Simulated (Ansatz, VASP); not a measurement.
## One calculation of Ge, two programs

INCAR

```
ALGO = Normal
EDIFF = 1E-7
ENCUT = 520
GGA = PE
ISIF = 2
ISMEAR = -1
LASPH = T
LCHARG = F
LREAL = F
LWAVE = F
NBANDS = 21
NELM = 80
PREC = Accurate
SIGMA = 0.02
```

File KPOINTS:

```
k-points
0
Gamma
  8 8 8
```

Contents of POSCAR:

```
Ge
1.0
    0.0000000000      2.7943204091      2.7943204091
    2.7943204091      0.0000000000      2.7943204091
    2.7943204091      2.7943204091      0.0000000000
Ge
2
Direct
    0.0000000000      0.0000000000      0.0000000000
    0.2500000000      0.2500000000      0.2500000000
```

Input for Ansatz:

```yaml
crystal:
  lattice:
    - [0.0, 2.7943204091, 2.7943204091]
    - [2.7943204091, 0.0, 2.7943204091]
    - [2.7943204091, 2.7943204091, 0.0]
  atoms:
    - { symbol: Ge, position: [0.0, 0.0, 0.0] }
    - { symbol: Ge, position: [0.25, 0.25, 0.25] }
kpoints:
  mp_grid: { grid: [8, 8, 8] }
  band_path:
    path:
      - [0.0, 0.0, 0.0]
      - [0.5, 0.0, 0.5]
      - [0.625, 0.25, 0.625]
      - [0.375, 0.375, 0.75]
      - [0.5, 0.5, 0.5]
      - [0.5, 0.25, 0.75]
      - [0.0, 0.0, 0.5]
    npoints: 1
hamiltonian:
  xc: pbe
scf:
  occupations: { method: fermi_dirac, width: 0.02 }
  n_extra_bands: 4
output:
  forces: true
  stress: true
  eigenvalues: true
```

Change from the starting cell: hydrostatic strain -1.5%.

Alike in both runs: task single point; functional PBE; k mesh 8 × 8 × 8; occupations fermi-dirac, width 0.02 eV; no spin polarisation.

|  | VASP | Ansatz |
| --- | --- | --- |
| version | VASP 6.6.1 | Ansatz 0.2.0 |
| potentials or method | VASP PAW PBE potentials, release 64 (Ge_d) | plane waves, PAW |
| plane-wave cutoff (eV) | 520 | 420 |
| valence electrons in the cell | 28 | 28 |

|  | VASP | Ansatz | Ansatz less VASP |
| --- | --- | --- | --- |
| pressure (GPa) | 6.6 | 6.6 | +0.07 |
